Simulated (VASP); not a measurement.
# Ag (Im-3m) in VASP: a series of runs, part 2 of 2

VASP 6.6.1. The steps go on from the part before.

### 3 Single point, LDA (volume scaled by 0.75)

Contents of INCAR:

```
SYSTEM = Ag
PREC = Accurate
ENCUT = 520
EDIFF = 1E-6
ISMEAR = -1
SIGMA = 0.1
LREAL = .False.
LASPH = .True.
NELM = 100
ALGO = Normal
ISIF = 2
LWAVE = .False.
LCHARG = .False.
GGA = CA
NBANDS = 12
```

Contents of KPOINTS:

```
Automatic mesh
0
Gamma
  17 17 17
  0 0 0
```

Contents of POSCAR:

```
Ag
1.0
   -1.4455812422      1.4455812422      1.4455812422
    1.4455812422     -1.4455812422      1.4455812422
    1.4455812422      1.4455812422     -1.4455812422
Ag
1
Direct
    0.0000000000      0.0000000000      0.0000000000
```

Potentials or basis: VASP PAW LDA potentials, release 64 (Ag).

Launch:

```
$ cat potpaw_LDA.64/Ag/POTCAR > POTCAR
$ mpirun -np 1 vasp_std > vasp.out
```

OUTCAR:

```text
SYSTEM = Ag
   PREC = Accurate
   ENCUT = 520
   EDIFF = 1E-6
   ISMEAR = -1
   LREAL = .False.
   LASPH = .True.
   NELM = 100
   ISIF = 2
   GGA = CA

 ion  position               nearest neighbor table
   1  0.000  0.000  0.000-

  LATTYP: Found a body centered cubic cell.
 ALAT       =     2.8911624844

  Lattice vectors:

 A1 = (  -1.4455812422,   1.4455812422,   1.4455812422)
 A2 = (   1.4455812422,  -1.4455812422,   1.4455812422)
 A3 = (   1.4455812422,   1.4455812422,  -1.4455812422)

Analysis of symmetry for initial positions (statically):
=====================================================================
 Subroutine PRICEL returns:
 Original cell was already a primitive cell.

 Routine SETGRP: Setting up the symmetry group for a
 body centered cubic supercell.

 Subroutine GETGRP returns: Found 48 space group operations
 (whereof 48 operations were pure point group operations)
 out of a pool of 48 trial point group operations.

The static configuration has the point symmetry O_h .

Analysis of symmetry for dynamics (positions and initial velocities):
=====================================================================
 Subroutine PRICEL returns:
 Original cell was already a primitive cell.

 Routine SETGRP: Setting up the symmetry group for a
 body centered cubic supercell.

 Subroutine GETGRP returns: Found 48 space group operations
 (whereof 48 operations were pure point group operations)
 out of a pool of 48 trial point group operations.

The dynamic configuration has the point symmetry O_h .

 Subroutine INISYM returns: Found 48 space group operations
 (whereof 48 operations are pure point group operations),
 and found     1 'primitive' translations

----------------------------------------------------------------------------------------

                                     Primitive cell
[... 107 lines left out ...]
   IMIX   =      4    mixing-type and parameters
     AMIX     =   0.40;   BMIX     =  1.00
     AMIX_MAG =   1.60;   BMIX_MAG =  1.00
  volume/ion in A,a.u.               =      12.08        81.54
  Fermi-wavevector in a.u.,A,eV,Ry     =   1.586633  2.998302 34.251376  2.517405
  Thomas-Fermi vector in A             =   2.685914
   LORBIT       =      0    0 simple, 1 ext, 2 COOP (PROOUT), +10 PAW based schemes
   GGA     = CA    functional components
   LHFCALC =     F    Hartree Fock is set to
   AEXX    =    0.0000 exact exchange contribution
   IVDW    =     0    specifies the selected vdW correction
   LEPSILON=     F    determine dielectric tensor
   LRPA    =     F    only Hartree local field effects (RPA)
 non-spin polarized calculation
  energy-cutoff  :      520.00
  volume of cell :       12.08
 maximum number of plane-waves:       337
   NGX =  9   NGY =  9   NGZ =  9

 number of electron      11.0000002 magnetization

 Free energy of the ion-electron system (eV)
  ---------------------------------------------------
  ext. energy  EPLUGINS =         0.00000000
  ---------------------------------------------------
  free energy    TOTEN  =        -2.94290813 eV

  energy without entropy =       -2.93729608  energy(sigma->0) =       -2.94010211

 E-fermi :  14.2655     XC(G=0): -14.7230

 val. band max:       14.0642089837   @ k =   0.2353   0.2353   0.0000
 cond. band min:      14.3076370773   @ k =  -0.3529   0.4706   0.0588
 fundamental gap:      0.2434280936
 Fermi energy:        14.2655172288

 k-point     1 :       0.0000    0.0000    0.0000
  band No.  band energies     occupation
      1       3.3328      2.00000
      2       7.4691      2.00000
      3       7.4691      2.00000
      4       7.4691      2.00000
      5       9.8256      2.00000
      6       9.8256      2.00000
      7      32.7572      0.00000
      8      32.7572      0.00000
      9      32.7572      0.00000
     10      43.0288      0.00000
     11      43.0288      0.00000
     12      45.7429      0.00000
[... 331 lines left out ...]
 k-point    24 :       0.1765    0.1765    0.0000
  band No.  band energies     occupation
      1       5.7908      2.00000
      2       6.8477      2.00000
      3       7.2542      2.00000
      4       9.2715      2.00000
      5      10.0927      2.00000
      6      11.0643      2.00000
      7      28.7495      0.00000
      8      28.8559      0.00000
      9      33.8464      0.00000
     10      35.6561      0.00000
     11      40.9602      0.00000
     12      44.0298      0.00000

 [... further k-points ...]
[... 5 lines left out ...]
  --------------------------------------------------------------------------------------
  -------------------------------------------------------------------------------------
  Total        6.5752592      6.5752592      6.5752592      0.0000000     -0.0000000     -0.0000000
  in kB      871.8383198    871.8383198    871.8383198      0.0000000     -0.0000000     -0.0000000
  external PRESSURE =     871.8383198 kB  Pullay stress =       0.0000000 kB

 VOLUME and BASIS-vectors are now :
 -----------------------------------------------------------------------------
  energy-cutoff  :      520.00
  volume of cell :       12.08
      direct lattice vectors                 reciprocal lattice vectors
    -1.445581242  1.445581242  1.445581242     0.000000000  0.345881633  0.345881633
     1.445581242 -1.445581242  1.445581242     0.345881633  0.000000000  0.345881633
     1.445581242  1.445581242 -1.445581242     0.345881633  0.345881633  0.000000000

 POSITION                                       TOTAL-FORCE (eV/Angst)
 -----------------------------------------------------------------------------------
      0.00000      0.00000      0.00000        -0.000000     -0.000000      0.000000
 -----------------------------------------------------------------------------------
    total drift:                               -0.000000     -0.000000      0.000000

  FREE ENERGIE OF THE ION-ELECTRON SYSTEM (eV)
  ---------------------------------------------------
  free  energy   TOTEN  =        -2.9429081266 eV

  energy  without entropy=       -2.9372960847  energy(sigma->0) =       -2.94010211
```

OSZICAR:

```text
N       E                     dE             d eps       ncg     rms          rms(c)
DAV:   1     0.524597755595E+02    0.52460E+02   -0.55944E+03  4000   0.868E+02
DAV:   2    -0.246210280517E+01   -0.54922E+02   -0.52479E+02  4724   0.210E+02
DAV:   3    -0.330591874339E+01   -0.84382E+00   -0.84344E+00  4560   0.261E+01
DAV:   4    -0.330810065633E+01   -0.21819E-02   -0.21818E-02  4632   0.141E+00
DAV:   5    -0.330811219358E+01   -0.11537E-04   -0.11540E-04  4596   0.879E-02    0.148E+01
DAV:   6    -0.299612044794E+01    0.31199E+00   -0.74801E-01  4992   0.836E+00    0.839E+00
DAV:   7    -0.295015835965E+01    0.45962E-01   -0.63476E-02  5480   0.232E+00    0.309E+00
DAV:   8    -0.294288522861E+01    0.72731E-02   -0.33342E-03  4700   0.674E-01    0.175E-01
DAV:   9    -0.294290890226E+01   -0.23674E-04   -0.11483E-05  4472   0.341E-02    0.292E-02
DAV:  10    -0.294290812662E+01    0.77564E-06   -0.29022E-06  4744   0.125E-02
   1 F= -.29429081E+01 E0= -.29401021E+01  d E =-.561204E-02
```

stdout:

```text
POSCAR found type information on POSCAR Ag
 POSCAR found :  1 types and       1 ions
 scaLAPACK will be used
 LDA part: xc-table for (Slater(with rela. corr.)+CA(PZ))
 , standard interpolation
 POSCAR, INCAR and KPOINTS ok, starting setup
 FFT: planning ... GRIDC
 FFT: planning ... GRID_SOFT
 FFT: planning ... GRID
 WAVECAR not read
 entering main loop
```

It took 40 s on 1 thread of AMD EPYC 7R13, shared host; peak memory 0.11 GiB.

What came out:

| Property | Result |
| --- | --- |
| Free energy | -2.9429 eV |
| Pressure | 87.2 GPa |

Levels at points of the mesh, in eV from the Fermi level:
```
           k point  band 3  band 4  band 5  band 6  band 7  band 8  band 9  band 10
(0.00, 0.00, 0.00)   -6.80   -6.80   -4.44   -4.44   18.49   18.49   18.49    28.76
```

### 4 Single point, LDA (volume scaled by 0.75)

Contents of INCAR:

```
SYSTEM = Ag
PREC = Accurate
ENCUT = 520
EDIFF = 1E-7
ISMEAR = -1
SIGMA = 0.1
LREAL = .FALSE.
LASPH = .TRUE.
NELM = 60
ALGO = Normal
ISIF = 2
LWAVE = .FALSE.
LCHARG = .FALSE.
NBANDS = 12
```

Contents of KPOINTS:

```
Automatic mesh
0
G
  17 17 17
  0 0 0
```

POSCAR is that of step 3.

Launch:

```
$ cat potpaw_LDA.64/Ag/POTCAR > POTCAR
$ mpirun -np 1 vasp_std > vasp.out
```

It took 40 s on 1 thread of AMD EPYC 7R13, shared host; peak memory 0.11 GiB.

It converged, with:

```yaml
Free_energy: -2.9429 eV
Pressure: 87.2 GPa
```

Levels at points of the mesh, in eV from the Fermi level:
```csv
k point,band 2,band 3,band 4,band 5,band 6,band 7,band 8,band 9,band 10,band 11
"(0.00, 0.00, 0.00)",-6.80,-6.80,-6.80,-4.44,-4.44,18.49,18.49,18.49,28.76,28.76
```
